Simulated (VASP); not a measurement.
# Sn (I4/mmm) in VASP: a series of runs, part 2 of 2

VASP 6.6.1. The steps go on from the part before.

## 3. Single point, LDA (volume scaled by 0.94)

The input, INCAR:

```
SYSTEM = Sn
  PREC = Accurate
  ENCUT = 520
  EDIFF = 1E-7
  ISMEAR = -1
  SIGMA = 0.05
  LREAL = .False.
  LASPH = .True.
  NELM = 100
  ALGO = Normal
  ISIF = 2
  LWAVE = .False.
  LCHARG = .True.
  GGA = CA
  LELF = .True.
  LVHAR = .True.
  NBANDS = 13
```

The input, KPOINTS:

```
Automatic mesh
0
Gamma
  10 10 10
  0 0 0
```

The input, POSCAR:

```
Sn
1.0
   -1.9877657590      1.9877657590      1.6268574157
    1.9877657590     -1.9877657590      1.6268574157
    1.9877657590      1.9877657590     -1.6268574157
Sn
1
Direct
    0.0000000000      0.0000000000      0.0000000000
```

Potentials or basis: VASP PAW LDA potentials, release 64 (Sn_d).

Started as:

```sh
$ cat potpaw_LDA.64/Sn_d/POTCAR > POTCAR
$ mpirun -np 1 vasp_std > vasp.out
```

OUTCAR:

```text
SYSTEM = Sn
   PREC = Accurate
   ENCUT = 520
   EDIFF = 1E-7
   ISMEAR = -1
   LREAL = .False.
   LASPH = .True.
   NELM = 100
   ISIF = 2
   GGA = CA

 ion  position               nearest neighbor table
   1  0.000  0.000  0.000-

  LATTYP: Found a body centered tetragonal cell.
 ALAT       =     3.9755315180
 C/A-ratio  =     0.8184351744

  Lattice vectors:

 A1 = (  -1.9877657590,   1.9877657590,   1.6268574157)
 A2 = (   1.9877657590,  -1.9877657590,   1.6268574157)
 A3 = (   1.9877657590,   1.9877657590,  -1.6268574157)

Analysis of symmetry for initial positions (statically):
=====================================================================
 Subroutine PRICEL returns:
 Original cell was already a primitive cell.

 Routine SETGRP: Setting up the symmetry group for a
 body centered tetragonal supercell.

 Subroutine GETGRP returns: Found 16 space group operations
 (whereof 16 operations were pure point group operations)
 out of a pool of 16 trial point group operations.

The static configuration has the point symmetry D_4h.

Analysis of symmetry for dynamics (positions and initial velocities):
=====================================================================
 Subroutine PRICEL returns:
 Original cell was already a primitive cell.

 Routine SETGRP: Setting up the symmetry group for a
 body centered tetragonal supercell.

 Subroutine GETGRP returns: Found 16 space group operations
 (whereof 16 operations were pure point group operations)
 out of a pool of 16 trial point group operations.

The dynamic configuration has the point symmetry D_4h.

 Subroutine INISYM returns: Found 16 space group operations
 (whereof 16 operations are pure point group operations),
 and found     1 'primitive' translations

----------------------------------------------------------------------------------------

                                     Primitive cell

  volume of cell :      25.7122

  direct lattice vectors                    reciprocal lattice vectors
    -1.987765759  1.987765759  1.626857416     0.000000000  0.251538692  0.307341009
     1.987765759 -1.987765759  1.626857416     0.251538692  0.000000000  0.307341009
     1.987765759  1.987765759 -1.626857416     0.251538692  0.251538692  0.000000000

  length of vectors
     3.247936341  3.247936341  3.247936341     0.397152628  0.397152628  0.355729430

  position of ions in fractional coordinates (direct lattice)
     0.000000000  0.000000000  0.000000000

  ion indices of the primitive-cell ions
   primitive index   ion index
                 1           1

----------------------------------------------------------------------------------------

 KPOINTS: Automatic mesh

Automatic generation of k-mesh.
 Grid dimensions read from file:
 generate k-points for:   10   10   10

 Generating k-lattice:

  Cartesian coordinates                     Fractional coordinates (reciprocal lattice)
     0.000000000  0.025153869  0.030734101     0.100000000  0.000000000 -0.000000000
     0.025153869  0.000000000  0.030734101     0.000000000  0.100000000 -0.000000000
     0.025153869  0.025153869  0.000000000     0.000000000  0.000000000  0.100000000

  Length of vectors
     0.039715263  0.039715263  0.035572943

  Shift w.r.t. Gamma in fractional coordinates (k-lattice)
     0.000000000  0.000000000  0.000000000

 Subroutine IBZKPT returns following result:
 ===========================================

 Found    102 irreducible k-points:

 Following reciprocal coordinates:
            Coordinates               Weight
  0.000000  0.000000  0.000000      1.000000
  0.100000 -0.000000  0.000000      8.000000
  0.200000 -0.000000  0.000000      8.000000
  0.300000  0.000000  0.000000      8.000000
  0.400000 -0.000000  0.000000      8.000000
  0.500000 -0.000000  0.000000      4.000000
[... 16 lines left out ...]
  0.300000  0.300000  0.000000      8.000000
  0.400000  0.300000  0.000000     16.000000
 [... further k-points ...]
   k-points           NKPTS =    102   k-points in BZ     NKDIM =    102   number of bands    NBANDS=     13
   number of dos      NEDOS =    301   number of ions     NIONS =      1
   total plane-waves  NPLWV =  13824
   dimension x,y,z NGX =    24 NGY =   24 NGZ =   24
   dimension x,y,z NGXF=    48 NGYF=   48 NGZF=   48
   ions per type =               1
   NGX,Y,Z   is equivalent  to a cutoff of  12.28, 12.28, 12.28 a.u.
   NGXF,Y,Z  is equivalent  to a cutoff of  24.57, 24.57, 24.57 a.u.
 SYSTEM =  Sn
   PREC   = accura    normal or accurate (medium, high low for compatibility)
   ISTART =      0    job   : 0-new  1-cont  2-samecut
   ICHARG =      2    charge: 1-file 2-atom 10-const
   ISPIN  =      1    spin polarized calculation?
   LNONCOLLINEAR =      F non collinear calculations
   LSORBIT =      F    spin-orbit coupling
   LASPH  =      T    aspherical Exc in radial PAW
   ENCUT  =  520.0 eV  38.22 Ry    6.18 a.u.   6.04  6.04  6.04*2*pi/ulx,y,z
   NELM   =    100;   NELMIN=  2; NELMDL= -5     # of ELM steps
   EDIFF  = 0.1E-06   stopping-criterion for ELM
   LREAL  =      F    real-space projection
   EDIFFG = 0.1E-05   stopping-criterion for IOM
   NSW    =      0    number of steps for IOM
   IBRION =     -1    ionic relax: 0-MD 1-quasi-New 2-CG
   NFREE  =      0    steps in history (QN), initial steepest desc. (CG)
   ISIF   =      2    stress and relaxation
   ISYM   =      2    0-nonsym 1-usesym 2-fastsym
   POTIM  = 0.5000    time-step for ionic-motion
   TEBEG  =    0.0;   TEEND  =   0.0 temperature during run
   PSTRESS=    0.0 pullay stress
   NELECT =      14.0000    total number of electrons
   NUPDOWN=      -1.0000    fix difference up-down
   EMIN   =  10.00;   EMAX   =-10.00  energy-range for DOS
   EFERMI =   0.00;   METHOD = LEGACY
   ISMEAR =    -1;   SIGMA  =   0.05  broadening in eV -4-tet -1-fermi 0-gaus
   EFERMI_NEDOS =   21; number of points for ismear=-14 and -15
   IALGO  =     38    algorithm
   IMIX   =      4    mixing-type and parameters
     AMIX     =   0.40;   BMIX     =  1.00
     AMIX_MAG =   1.60;   BMIX_MAG =  1.00
  volume/ion in A,a.u.               =      25.71       173.51
  Fermi-wavevector in a.u.,A,eV,Ry     =   1.336814  2.526212 24.314574  1.787071
  Thomas-Fermi vector in A             =   2.465411
   LORBIT       =      0    0 simple, 1 ext, 2 COOP (PROOUT), +10 PAW based schemes
   GGA     = CA    functional components
   LHFCALC =     F    Hartree Fock is set to
   AEXX    =    0.0000 exact exchange contribution
   IVDW    =     0    specifies the selected vdW correction
   LEPSILON=     F    determine dielectric tensor
   LRPA    =     F    only Hartree local field effects (RPA)
 non-spin polarized calculation
  energy-cutoff  :      520.00
  volume of cell :       25.71
 maximum number of plane-waves:       713
   NGX = 13   NGY = 13   NGZ = 13

 number of electron      13.9999992 magnetization

 Free energy of the ion-electron system (eV)
  ---------------------------------------------------
  ext. energy  EPLUGINS =         0.00000000
  ---------------------------------------------------
  free energy    TOTEN  =        -4.44601385 eV

  energy without entropy =       -4.44203693  energy(sigma->0) =       -4.44402539

 E-fermi :   8.4436     XC(G=0): -10.8589

 val. band max:        8.4294417117   @ k =  -0.2000   0.4000   0.1000
 cond. band min:       8.4789838447   @ k =  -0.2000  -0.3000   0.2000
 fundamental gap:      0.0495421329
 Fermi energy:         8.4435720433

 k-point     1 :       0.0000    0.0000    0.0000
  band No.  band energies     occupation
      1     -13.0305      2.00000
      2     -12.9370      2.00000
      3     -12.9370      2.00000
      4     -12.9350      2.00000
      5     -12.7928      2.00000
      6      -3.0424      2.00000
      7      15.5592      0.00000
      8      15.5592      0.00000
      9      18.3621      0.00000
     10      19.1641      0.00000
     11      20.3749      0.00000
     12      21.2995      0.00000
     13      21.2995      0.00000
[... 353 lines left out ...]
 k-point    24 :       0.4000    0.3000    0.0000
  band No.  band energies     occupation
      1     -12.9983      2.00000
      2     -12.9000      2.00000
      3     -12.8667      2.00000
      4     -12.8295      2.00000
      5     -12.8040      2.00000
      6       2.3362      2.00000
      7       5.7391      2.00000
      8       7.3231      2.00000
      9      13.0925      0.00000
     10      18.0104      0.00000
     11      20.0841      0.00000
     12      25.0622      0.00000
     13      25.4081      0.00000

 [... further k-points ...]
[... 5 lines left out ...]
  --------------------------------------------------------------------------------------
  -------------------------------------------------------------------------------------
  Total       -0.1119504     -0.1119504      0.1524255      0.0000000      0.0000000      0.0000000
  in kB       -6.9758369     -6.9758369      9.4979127      0.0000000      0.0000000      0.0000000
  external PRESSURE =      -1.4845870 kB  Pullay stress =       0.0000000 kB

 VOLUME and BASIS-vectors are now :
 -----------------------------------------------------------------------------
  energy-cutoff  :      520.00
  volume of cell :       25.71
      direct lattice vectors                 reciprocal lattice vectors
    -1.987765759  1.987765759  1.626857416     0.000000000  0.251538692  0.307341009
     1.987765759 -1.987765759  1.626857416     0.251538692  0.000000000  0.307341009
     1.987765759  1.987765759 -1.626857416     0.251538692  0.251538692  0.000000000

 POSITION                                       TOTAL-FORCE (eV/Angst)
 -----------------------------------------------------------------------------------
      0.00000      0.00000      0.00000         0.000000     -0.000000      0.000000
 -----------------------------------------------------------------------------------
    total drift:                               -0.000000      0.000000      0.000000

  FREE ENERGIE OF THE ION-ELECTRON SYSTEM (eV)
  ---------------------------------------------------
  free  energy   TOTEN  =        -4.4460138453 eV

  energy  without entropy=       -4.4420369301  energy(sigma->0) =       -4.44402539
```

OSZICAR:

```text
N       E                     dE             d eps       ncg     rms          rms(c)
DAV:   1     0.797283694335E+02    0.79728E+02   -0.72773E+03  2740   0.166E+03
DAV:   2     0.110814078946E+01   -0.78620E+02   -0.75966E+02  2857   0.338E+02
DAV:   3    -0.434629619727E+01   -0.54544E+01   -0.54322E+01  3172   0.725E+01
DAV:   4    -0.446154208006E+01   -0.11525E+00   -0.11522E+00  3172   0.112E+01
DAV:   5    -0.446538922812E+01   -0.38471E-02   -0.38471E-02  3356   0.201E+00    0.154E+00
DAV:   6    -0.445149730739E+01    0.13892E-01   -0.12038E-02  3374   0.191E+00    0.837E-01
DAV:   7    -0.444630291869E+01    0.51944E-02   -0.72032E-03  3322   0.138E+00    0.104E-01
DAV:   8    -0.444601314674E+01    0.28977E-03   -0.66832E-04  3250   0.458E-01    0.213E-02
DAV:   9    -0.444601387237E+01   -0.72563E-06   -0.12367E-05  3543   0.427E-02    0.131E-02
DAV:  10    -0.444601384532E+01    0.27050E-07   -0.90351E-07  3665   0.102E-02
   1 F= -.44460138E+01 E0= -.44440254E+01  d E =-.397692E-02
```

stdout:

```text
POSCAR found type information on POSCAR Sn
 POSCAR found :  1 types and       1 ions
 scaLAPACK will be used
 LDA part: xc-table for (Slater(with rela. corr.)+CA(PZ))
 , standard interpolation
 POSCAR, INCAR and KPOINTS ok, starting setup
 FFT: planning ... GRIDC
 FFT: planning ... GRID_SOFT
 FFT: planning ... GRID
 WAVECAR not read
 entering main loop
```

Wall time 6.6 s (1 thread of Intel Xeon 6975P-C (Granite Rapids), shared host); peak memory 0.14 GiB.

What came out:

```
Free energy            : -4.4460 eV
Pressure               : -0.1 GPa
Band gap on the k mesh : zero (band 7 reaches 15.56 eV, above the bottom of band 8 at 6.29 eV)
```

Stress tensor (GPa, compression positive):
```
-0.70  0.00  0.00
 0.00 -0.70  0.00
 0.00  0.00  0.95
```

Caveat: the cell differs from its parent crystal (volume scaled by 0.94); spin-orbit coupling is left out, which moves the levels of the heavy elements.

## 4. Single point, LDA (volume scaled by 0.96)

The input, INCAR:

```
SYSTEM = Sn
PREC = Accurate ; ENCUT = 520
EDIFF = 1E-6 ; ISMEAR = -1
SIGMA = 0.05 ; LREAL = .FALSE.
LASPH = .TRUE. ; NELM = 60
ALGO = Normal ; ISIF = 2
LWAVE = .FALSE. ; LCHARG = .FALSE.
GGA = CA ; NBANDS = 13
```

The input, KPOINTS:

```
Automatic mesh
0
G
  10 10 10
  0 0 0
```

The input, POSCAR:

```
Sn
1.0
   -2.0017645706      2.0017645706      1.6383145356
    2.0017645706     -2.0017645706      1.6383145356
    2.0017645706      2.0017645706     -1.6383145356
Sn
1
Direct
    0.0000000000      0.0000000000      0.0000000000
```

Started as:

```sh
$ cat potpaw_LDA.64/Sn_d/POTCAR > POTCAR
$ mpirun -np 1 vasp_std > vasp.out
```

Run time: 6.2 s. Hardware: 1 thread of Intel Xeon 6975P-C (Granite Rapids), shared host; peak memory 0.15 GiB.

The run converged. Its results:

| Item | Value |
| --- | --- |
| Free energy | -4.4438 eV |
| Pressure | -1.3 GPa |
| Band gap on the k mesh | zero (band 7 reaches 15.15 eV, above the bottom of band 8 at 6.08 eV) |

Stress tensor (GPa, compression positive):
```
-1.75  0.00  0.00
 0.00 -1.75  0.00
 0.00  0.00 -0.46
```

Levels at points of the mesh, in eV from the Fermi level:
```tsv
k point	band 3	band 4	band 5	band 6	band 7	band 8	band 9	band 10	band 11	band 12
(0.00, 0.00, 0.00)	-21.36	-21.36	-21.22	-11.32	6.98	6.98	9.68	10.61	11.79	12.79
(0.50, 0.00, 0.00)	-21.27	-21.19	-21.17	-5.80	-4.29	3.17	4.44	7.50	7.65	14.01
(0.50, 0.50, 0.00)	-21.32	-21.27	-21.18	-7.37	-4.83	5.97	8.00	10.80	11.27	12.03
(0.50, 0.50, 0.50)	-21.19	-21.19	-21.16	-3.31	-1.61	-1.61	2.59	3.17	6.35	19.17
```

Caveat: the cell differs from its parent crystal (volume scaled by 0.96); spin-orbit coupling is left out, which moves the levels of the heavy elements.

## 5. Single point, LDA (volume scaled by 0.98)

The input, INCAR:

```
SYSTEM = Sn
PREC = Accurate
ENCUT = 520
EDIFF = 1E-6
ISMEAR = -1
SIGMA = 0.05
LREAL = .False.
LASPH = .True.
NELM = 100
ALGO = Fast
ISIF = 2
LWAVE = .False.
LCHARG = .False.
GGA = CA
NBANDS = 13
```

The input, KPOINTS:

```
regular mesh
0
Gamma
  10 10 10
  0 0 0
```

The input, POSCAR:

```
Sn
1.0
   -2.0155702798      2.0155702798      1.6496136136
    2.0155702798     -2.0155702798      1.6496136136
    2.0155702798      2.0155702798     -1.6496136136
Sn
1
Direct
    0.0000000000      0.0000000000      0.0000000000
```

Started as:

```sh
$ cat potpaw_LDA.64/Sn_d/POTCAR > POTCAR
$ mpirun -np 1 vasp_std > vasp.out
```

It took 8 s on 1 thread of Intel Xeon 6975P-C (Granite Rapids), shared host; peak memory 0.14 GiB.

Results (log left out):

| Property | Result |
| --- | --- |
| Free energy | -4.4378 eV |
| Pressure | -2.3 GPa |
| Band gap on the k mesh | zero (band 7 reaches 14.76 eV, above the bottom of band 8 at 5.89 eV) |

Stress tensor (GPa, compression positive):
```
-2.61  0.00  0.00
 0.00 -2.61  0.00
 0.00  0.00 -1.65
```

Levels at points of the mesh, in eV from the Fermi level:
```csv
k point,band 5,band 6,band 7,band 8,band 9,band 10
"(0.00, 0.00, 0.00)",-21.22,-11.16,6.85,6.85,9.44,10.50
"(0.50, 0.00, 0.00)",-21.17,-5.79,-4.18,3.11,4.39,7.40
"(0.50, 0.50, 0.00)",-21.17,-7.33,-4.71,5.85,7.85,10.65
"(0.50, 0.50, 0.50)",-21.16,-3.39,-1.56,-1.56,2.56,3.20
```

Caveat: the cell differs from its parent crystal (volume scaled by 0.98); spin-orbit coupling is left out, which moves the levels of the heavy elements.

## 6. Single point, LDA

This run uses another cell than the first one, of 27.35 Å³/atom, 0.943 times its volume.

The input, INCAR:

```
SYSTEM = Sn
  PREC = Accurate
  ENCUT = 520
  EDIFF = 1E-6
  ISMEAR = -1
  SIGMA = 0.05
  LREAL = .FALSE.
  LASPH = .TRUE.
  NELM = 80
  ALGO = Fast
  ISIF = 2
  LWAVE = .FALSE.
  LCHARG = .FALSE.
  GGA = CA
  NBANDS = 13
```

The input, KPOINTS:

```
Automatic mesh
0
G
  10 10 10
  0 0 0
```

The input, POSCAR:

```
Sn
1.0
   -2.0291894110      2.0291894110      1.6607599896
    2.0291894110     -2.0291894110      1.6607599896
    2.0291894110      2.0291894110     -1.6607599896
Sn
1
Direct
    0.0000000000      0.0000000000      0.0000000000
```

Potentials or basis: VASP PAW LDA potentials, release 64 (Sn_d).

Started as:

```sh
$ cat potpaw_LDA.64/Sn_d/POTCAR > POTCAR
$ mpirun -np 1 vasp_std > vasp.out
```

Run time: 17 s. Hardware: 1 thread of Intel Xeon 6975P-C (Granite Rapids), shared host; peak memory 0.15 GiB.

Results (log left out):

| Item | Value |
| --- | --- |
| Free energy | -4.4285 eV |
| Pressure | -3.2 GPa |
| Band gap on the k mesh | zero (band 7 reaches 14.38 eV, above the bottom of band 8 at 5.71 eV) |

Stress tensor (GPa, compression positive):
```
-3.41  0.00  0.00
 0.00 -3.41  0.00
 0.00  0.00 -2.75
```

Levels at points of the mesh, in eV from the Fermi level:
| k point | band 4 | band 5 | band 6 | band 7 | band 8 | band 9 | band 10 | band 11 |
| --- | --- | --- | --- | --- | --- | --- | --- | --- |
| (0.00, 0.00, 0.00) | -21.33 | -21.22 | -11.01 | 6.72 | 6.72 | 9.21 | 10.39 | 11.51 |
| (0.50, 0.00, 0.00) | -21.19 | -21.17 | -5.79 | -4.09 | 3.06 | 4.33 | 7.30 | 7.53 |
| (0.50, 0.50, 0.00) | -21.26 | -21.17 | -7.28 | -4.60 | 5.74 | 7.70 | 10.49 | 11.06 |
| (0.50, 0.50, 0.50) | -21.19 | -21.16 | -3.47 | -1.52 | -1.52 | 2.53 | 3.22 | 6.24 |

Caveat: spin-orbit coupling is left out, which moves the levels of the heavy elements.

## 7. The runs side by side

| level | potentials or basis | cell | smearing | gap on the mesh (eV) | pressure (GPa) |
| --- | --- | --- | --- | --- | --- |
| PBEsol | VASP PAW PBE potentials, release 64 (Sn_d) | a = 3.381 Å, angles 104.5, 104.5, 119.9°, 1 atom | methfessel-paxton 0.1 eV | none | -4.3 |
| LDA | VASP PAW LDA potentials, release 64 (Sn_d) | a = 3.248 Å, angles 104.5, 104.5, 119.9°, 1 atom | fermi-dirac 0.05 eV | none | -0.1 |
| LDA | VASP PAW LDA potentials, release 64 (Sn_d) | a = 3.271 Å, angles 104.5, 104.5, 119.9°, 1 atom | fermi-dirac 0.05 eV | none | -1.3 |
| LDA | VASP PAW LDA potentials, release 64 (Sn_d) | a = 3.293 Å, angles 104.5, 104.5, 119.9°, 1 atom | fermi-dirac 0.05 eV | none | -2.3 |
| LDA | VASP PAW LDA potentials, release 64 (Sn_d) | a = 3.316 Å, angles 104.5, 104.5, 119.9°, 1 atom | fermi-dirac 0.05 eV | none | -3.2 |

Alike in all rows: task single point; no spin polarisation; k mesh 10 × 10 × 10; cutoff (eV) 520.

Caveats: spin-orbit coupling is left out, which moves the levels of the heavy elements; the PAW data sets were made with another functional, which shifts forces and pressure a little (some runs).

Total energies depend on the potentials used, so only differences within one code and one set of settings carry meaning.
